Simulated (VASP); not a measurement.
Write the native input for VASP 6.6.1 that does the following.

* Task: single point
* Functional: PBE
* Potentials or basis: VASP PAW PBE potentials, release 64 (Sn_d, Te)
* Cutoff: 520 eV
* k mesh: 10 × 10 × 4
* Occupations: gaussian, width 0.1 eV
* Spin: no spin polarisation
* Dipole correction: no
* Further INCAR settings: ALGO = Normal; EDIFF = 1e-06; NBANDS = 31

The structure of SnTe5 lies in POSCAR:

```
SnTe5
1.0
    3.8908348537      0.0000000000      0.0000000000
    0.0000000000      3.8908348537      0.0000000000
    0.0000000000      0.0000000000     11.4188759802
Sn Te
1 5
Direct
    0.5000000000      0.5000000000      0.0000000000
    0.5000000000      0.5000000000      0.3408451745
    0.5000000000      0.5000000000      0.6591548255
    0.0000000000      0.0000000000      0.1605200077
    0.0000000000      0.0000000000      0.8394799923
    0.0000000000      0.0000000000      0.5000000000
```

These files were run (other wordings do the same):

INCAR

```
SYSTEM = SnTe5
PREC = Accurate
ENCUT = 520
EDIFF = 1E-6
ISMEAR = 0
SIGMA = 0.1
LREAL = .False.
LASPH = .True.
NELM = 100
ALGO = Normal
ISIF = 2
LWAVE = .False.
LCHARG = .True.
GGA = PE
LELF = .True.
LVHAR = .True.
NBANDS = 31
```

KPOINTS

```
regular mesh
0
Gamma
  10 10 4
  0 0 0
```

Potentials or basis: VASP PAW PBE potentials, release 64 (Sn_d, Te).

Launch:

```console
$ cat potpaw_PBE.64/Sn_d/POTCAR potpaw_PBE.64/Te/POTCAR > POTCAR
$ mpirun -np 1 vasp_std > vasp.out
```

Results of the run:

```yaml
Pressure: -0.1 GPa
Largest_force: 0.004 eV/Å
Band_gap_on_the_k_mesh: zero (band 22 reaches 8.28 eV, above the bottom of band 23 at 6.11 eV)
```

Caveat: spin-orbit coupling is left out, which moves the levels of the heavy elements.

Wall time 11 min on 1 thread of Intel Xeon 6975P-C, with other jobs on the host, peak memory 0.46 GiB.
